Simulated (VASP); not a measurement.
# NaCl (Fm-3m) in VASP: a series of runs, part 3 of 3

VASP 6.6.1. Earlier steps stand in the parts before.

## Step 4: Relaxation of cell and atoms, LDA, target pressure 2 GPa, at which the enthalpy is minimised

This run uses another cell than the first one, of 20.40 Å³/atom, 1.030 times its volume.

File INCAR:

```
  ALGO = Normal
  EDIFF = 1E-7
  EDIFFG = -0.002
  ENCUT = 600
  GGA = CA
  IBRION = 2
  ISIF = 3
  ISMEAR = 0
  LASPH = True
  LCHARG = False
  LREAL = False
  LWAVE = False
  NELM = 60
  NSW = 100
  PREC = Accurate
  PSTRESS = 20.0
  SIGMA = 0.01
```

File KPOINTS:

```
k-points
0
Gamma
  8 8 8
```

File POSCAR:

```
NaCl
1.0
    0.0000000000      2.7321961662      2.7321961662
    2.7321961662      0.0000000000      2.7321961662
    2.7321961662      2.7321961662      0.0000000000
Na Cl
1 1
Direct
    0.0000000000      0.0000000000      0.0000000000
    0.5000000000      0.5000000000      0.5000000000
```

Potentials or basis: VASP PAW LDA potentials, release 64 (Na_pv, Cl).

Started as:

```bash
$ cat potpaw_LDA.64/Na_pv/POTCAR potpaw_LDA.64/Cl/POTCAR > POTCAR
$ mpirun -np 1 vasp_std > vasp.out
```

OUTCAR:

```text
EDIFF = 1E-7
   EDIFFG = -0.002
   ENCUT = 600
   GGA = CA
   IBRION = 2
   ISIF = 3
   ISMEAR = 0
   LASPH = True
   LREAL = False
   NELM = 60
   NSW = 100
   PREC = Accurate
   PSTRESS = 20.0

 ion  position               nearest neighbor table
   1  0.000  0.000  0.000-
   2  0.500  0.500  0.500-

  LATTYP: Found a face centered cubic cell.
 ALAT       =     5.4643923324

  Lattice vectors:

 A1 = (   0.0000000000,   2.7321961662,   2.7321961662)
 A2 = (   2.7321961662,   0.0000000000,   2.7321961662)
 A3 = (   2.7321961662,   2.7321961662,   0.0000000000)

Analysis of symmetry for initial positions (statically):
=====================================================================
 Subroutine PRICEL returns:
 Original cell was already a primitive cell.

 Routine SETGRP: Setting up the symmetry group for a
 face centered cubic supercell.

 Subroutine GETGRP returns: Found 48 space group operations
 (whereof 48 operations were pure point group operations)
 out of a pool of 48 trial point group operations.

The static configuration has the point symmetry O_h .

Analysis of symmetry for dynamics (positions and initial velocities):
=====================================================================
 Subroutine PRICEL returns:
 Original cell was already a primitive cell.

 Routine SETGRP: Setting up the symmetry group for a
 face centered cubic supercell.

 Subroutine GETGRP returns: Found 48 space group operations
 (whereof 48 operations were pure point group operations)
 out of a pool of 48 trial point group operations.

The dynamic configuration has the point symmetry O_h .

 Subroutine INISYM returns: Found 48 space group operations
 (whereof 48 operations are pure point group operations),
 and found     1 'primitive' translations

----------------------------------------------------------------------------------------

                                     Primitive cell

  volume of cell :      40.7911

  direct lattice vectors                    reciprocal lattice vectors
     0.000000000  2.732196166  2.732196166    -0.183002965  0.183002965  0.183002965
     2.732196166  0.000000000  2.732196166     0.183002965 -0.183002965  0.183002965
     2.732196166  2.732196166  0.000000000     0.183002965  0.183002965 -0.183002965

  length of vectors
     3.863908873  3.863908873  3.863908873     0.316970434  0.316970434  0.316970434

  position of ions in fractional coordinates (direct lattice)
[... 8 lines left out ...]
----------------------------------------------------------------------------------------

 KPOINTS: k-points

Automatic generation of k-mesh.
 Grid dimensions read from file:
 generate k-points for:    8    8    8

 Generating k-lattice:

  Cartesian coordinates                     Fractional coordinates (reciprocal lattice)
    -0.022875371  0.022875371  0.022875371     0.125000000  0.000000000  0.000000000
     0.022875371 -0.022875371  0.022875371     0.000000000  0.125000000  0.000000000
     0.022875371  0.022875371 -0.022875371     0.000000000  0.000000000  0.125000000

  Length of vectors
     0.039621304  0.039621304  0.039621304

  Shift w.r.t. Gamma in fractional coordinates (k-lattice)
     0.000000000  0.000000000  0.000000000

 Subroutine IBZKPT returns following result:
 ===========================================

 Found     29 irreducible k-points:

 Following reciprocal coordinates:
            Coordinates               Weight
  0.000000  0.000000  0.000000      1.000000
  0.125000  0.000000  0.000000      8.000000
  0.250000  0.000000  0.000000      8.000000
  0.375000  0.000000  0.000000      8.000000
  0.500000  0.000000  0.000000      4.000000
  0.125000  0.125000  0.000000      6.000000
[... 16 lines left out ...]
  0.500000  0.250000  0.125000     48.000000
 -0.375000  0.250000  0.125000     24.000000
 [... further k-points ...]
   k-points           NKPTS =     29   k-points in BZ     NKDIM =     29   number of bands    NBANDS=     11
   number of dos      NEDOS =    301   number of ions     NIONS =      2
   total plane-waves  NPLWV =  32768
   dimension x,y,z NGX =    32 NGY =   32 NGZ =   32
   dimension x,y,z NGXF=    64 NGYF=   64 NGZF=   64
   ions per type =               1   1
   NGX,Y,Z   is equivalent  to a cutoff of  13.77, 13.77, 13.77 a.u.
   NGXF,Y,Z  is equivalent  to a cutoff of  27.54, 27.54, 27.54 a.u.
 SYSTEM =  unknown system
   PREC   = accura    normal or accurate (medium, high low for compatibility)
   ISTART =      0    job   : 0-new  1-cont  2-samecut
   ICHARG =      2    charge: 1-file 2-atom 10-const
   ISPIN  =      1    spin polarized calculation?
   LNONCOLLINEAR =      F non collinear calculations
   LSORBIT =      F    spin-orbit coupling
   LASPH  =      T    aspherical Exc in radial PAW
   ENCUT  =  600.0 eV  44.10 Ry    6.64 a.u.   7.72  7.72  7.72*2*pi/ulx,y,z
   NELM   =     60;   NELMIN=  2; NELMDL= -5     # of ELM steps
   EDIFF  = 0.1E-06   stopping-criterion for ELM
   LREAL  =      F    real-space projection
   EDIFFG = -.2E-02   stopping-criterion for IOM
   NSW    =    100    number of steps for IOM
   IBRION =      2    ionic relax: 0-MD 1-quasi-New 2-CG
   NFREE  =      1    steps in history (QN), initial steepest desc. (CG)
   ISIF   =      3    stress and relaxation
   ISYM   =      2    0-nonsym 1-usesym 2-fastsym
   POTIM  = 0.5000    time-step for ionic-motion
   TEBEG  =    0.0;   TEEND  =   0.0 temperature during run
   PSTRESS=   20.0 pullay stress
   NELECT =      14.0000    total number of electrons
   NUPDOWN=      -1.0000    fix difference up-down
   EMIN   =  10.00;   EMAX   =-10.00  energy-range for DOS
   EFERMI =   0.00;   METHOD = LEGACY
   ISMEAR =     0;   SIGMA  =   0.01  broadening in eV -4-tet -1-fermi 0-gaus
   EFERMI_NEDOS =   21; number of points for ismear=-14 and -15
   IALGO  =     38    algorithm
   IMIX   =      4    mixing-type and parameters
     AMIX     =   0.40;   BMIX     =  1.00
     AMIX_MAG =   1.60;   BMIX_MAG =  1.00
  volume/ion in A,a.u.               =      20.40       137.64
  Fermi-wavevector in a.u.,A,eV,Ry     =   1.146205  2.166013 17.875142  1.313786
  Thomas-Fermi vector in A             =   2.282890
   LORBIT       =      0    0 simple, 1 ext, 2 COOP (PROOUT), +10 PAW based schemes
   GGA     = CA    functional components
   LHFCALC =     F    Hartree Fock is set to
   AEXX    =    0.0000 exact exchange contribution
   IVDW    =     0    specifies the selected vdW correction
   LEPSILON=     F    determine dielectric tensor
   LRPA    =     F    only Hartree local field effects (RPA)
 conjugate gradient relaxation of ions
 non-spin polarized calculation
 Gauss-broadening in eV      SIGMA  =   0.01
  energy-cutoff  :      600.00
  volume of cell :       40.79
 maximum number of plane-waves:      1380
   NGX = 15   NGY = 15   NGZ = 15

--------------------------------------- Ionic step        1  -------------------------------------------

 number of electron      14.0000003 magnetization

 Free energy of the ion-electron system (eV)
  ---------------------------------------------------
  ext. energy  EPLUGINS =         0.00000000
  ---------------------------------------------------
  free energy    TOTEN  =        -7.38939274 eV

  energy without entropy =       -7.38939274  energy(sigma->0) =       -7.38939274

 E-fermi :  -0.3080     XC(G=0):  -9.1377

 val. band max:       -0.3580954150   @ k =   0.0000   0.0000   0.0000
 cond. band min:       4.7228641160   @ k =   0.0000   0.0000   0.0000
 fundamental gap:      5.0809595309
 Fermi energy:        -0.3080060018

 k-point     1 :       0.0000    0.0000    0.0000
  band No.  band energies     occupation
      1     -20.9854      2.00000
      2     -20.9854      2.00000
      3     -20.9854      2.00000
      4     -13.1815      2.00000
      5      -0.3581      2.00000
      6      -0.3581      2.00000
      7      -0.3581      2.00000
      8       4.7229      0.00000
      9      10.5714      0.00000
     10      10.5714      0.00000
     11      10.5714      0.00000
[... 471 lines left out ...]
  enthalpy is  TOTEN    =        -6.8939860347 eV   P V=        0.4821780677

--------------------------------------- Ionic step        5  -------------------------------------------

 number of electron      14.0000002 magnetization

 Free energy of the ion-electron system (eV)
  ---------------------------------------------------
  ext. energy  EPLUGINS =         0.00000000
  ---------------------------------------------------
  free energy    TOTEN  =        -7.37656706 eV

  energy without entropy =       -7.37656706  energy(sigma->0) =       -7.37656706

 E-fermi :   0.1137     XC(G=0):  -9.3796

 val. band max:        0.0138556376   @ k =   0.0000   0.0000   0.0000
 cond. band min:       5.3378389492   @ k =   0.0000   0.0000   0.0000
 fundamental gap:      5.3239833116
 Fermi energy:         0.1137131266

 k-point     1 :       0.0000    0.0000    0.0000
  band No.  band energies     occupation
      1     -20.5489      2.00000
      2     -20.5489      2.00000
      3     -20.5489      2.00000
      4     -12.9660      2.00000
      5       0.0139      2.00000
      6       0.0139      2.00000
      7       0.0139      2.00000
      8       5.3378      0.00000
      9      10.9758      0.00000
     10      10.9758      0.00000
     11      10.9758      0.00000
[... 351 lines left out ...]
  FREE ENERGIE OF THE ION-ELECTRON SYSTEM (eV)
  ---------------------------------------------------
  free  energy   TOTEN  =        -7.3765670635 eV

  energy  without entropy=       -7.3765670635  energy(sigma->0) =       -7.37656706

  enthalpy is  TOTEN    =        -6.8939891456 eV   P V=        0.4825779179

 reached required accuracy - stopping structural energy minimisation
```

OSZICAR:

```text
N       E                     dE             d eps       ncg     rms          rms(c)
DAV:   1     0.980291013735E+02    0.98029E+02   -0.78503E+03   638   0.142E+03
DAV:   2    -0.247251984684E+00   -0.98276E+02   -0.91528E+02   754   0.291E+02
DAV:   3    -0.743034100073E+01   -0.71831E+01   -0.71400E+01   755   0.795E+01
[... 38 lines left out ...]
DAV:   1    -0.737662496186E+01   -0.46080E-03   -0.12774E-03   707   0.563E-01    0.485E-02
DAV:   2    -0.737657718248E+01    0.47779E-04   -0.79037E-05   692   0.955E-02    0.194E-02
DAV:   3    -0.737656824488E+01    0.89376E-05   -0.18254E-05   722   0.493E-02    0.941E-03
DAV:   4    -0.737656708428E+01    0.11606E-05   -0.61766E-07   815   0.108E-02    0.678E-04
DAV:   5    -0.737656706350E+01    0.20783E-07   -0.69565E-08   328   0.287E-03
   5 F= -.68939891E+01 E0= -.68939891E+01  d E =-.311086E-05
```

Run time: 28 s. Hardware: 1 thread of Intel Xeon Platinum 8259CL at 2.50GHz (Skylake/Cascade Lake), shared host; peak memory 0.15 GiB.

What came out:

- Free energy: -7.3766 eV
- Relaxed volume: 19.33 Å³/atom
- Relaxed cell: a = 3.795 Å, b = 3.795 Å, c = 3.795 Å, α = 60.00°, β = 60.00°, γ = 60.00°
- Space group after relaxing (to 0.05 Å): Fm-3m (No. 225)
- Energy change on relaxing (the enthalpy is what falls): +6.4 meV/atom
- Ionic steps: 5
- Pressure after relaxing: 2.0 GPa
- Band gap on the k mesh: 5.32 eV, direct

The path:
| step | energy change (eV) | largest force (eV/Å) | pressure (GPa) | volume (Å³) |
| --- | --- | --- | --- | --- |
| 1 | 0.0000 | 0.0000 | 0.03 | 40.79 |
| 2 | 0.0059 | 0.0000 | 1.31 | 39.33 |
| 3 | 0.0126 | 0.0000 | 1.95 | 38.68 |
| 4 | 0.0132 | 0.0000 | 2.04 | 38.63 |
| 5 | 0.0128 | 0.0000 | 1.99 | 38.66 |

Final structure:
```
CELL_PARAMETERS angstrom
0.00000 2.68373 2.68373
2.68373 0.00000 2.68373
2.68373 2.68373 0.00000
ATOMIC_POSITIONS crystal
Na 0.00000 0.00000 0.00000
Cl 0.50000 0.50000 0.50000
```

Levels at points of the mesh, in eV from the valence-band top:
```csv
k point,band 5,band 6,band 7,band 8,band 9,band 10
"(0.00, 0.00, 0.00)",0.00,0.00,0.00,5.32,10.96,10.96
"(0.50, 0.00, 0.00)",-2.53,-0.37,-0.37,7.14,11.02,11.02
"(0.50, 0.50, 0.00)",-2.18,-0.79,-0.79,7.56,7.59,12.04
```

Caveat: the cell is relaxed towards a set pressure, so the enthalpy falls and the energy may rise.

## Step 5: Summary

```tsv
task	cell	cutoff (eV)	gap on the mesh (eV)	pressure (GPa)
single point	a = 3.826 Å, angles 60.0°, 2 atoms	520	5.21	1.1
relaxation of cell and atoms	relaxed to 1 GPa from a = 3.864 Å, angles 60.0°, 2 atoms	600	5.21	1.0
relaxation of cell and atoms	relaxed to 2 GPa from a = 3.864 Å, angles 60.0°, 2 atoms	600	5.32	2.0
```

Alike in all rows: level LDA; potentials or basis VASP PAW LDA potentials, release 64 (Na_pv, Cl); no spin polarisation; k mesh 8 × 8 × 8; smearing gaussian 0.01 eV.

Caveats: the cell is relaxed towards a set pressure, so the enthalpy falls and the energy may rise (some runs).

Total energies depend on the potentials used, so only differences within one code and one set of settings carry meaning.
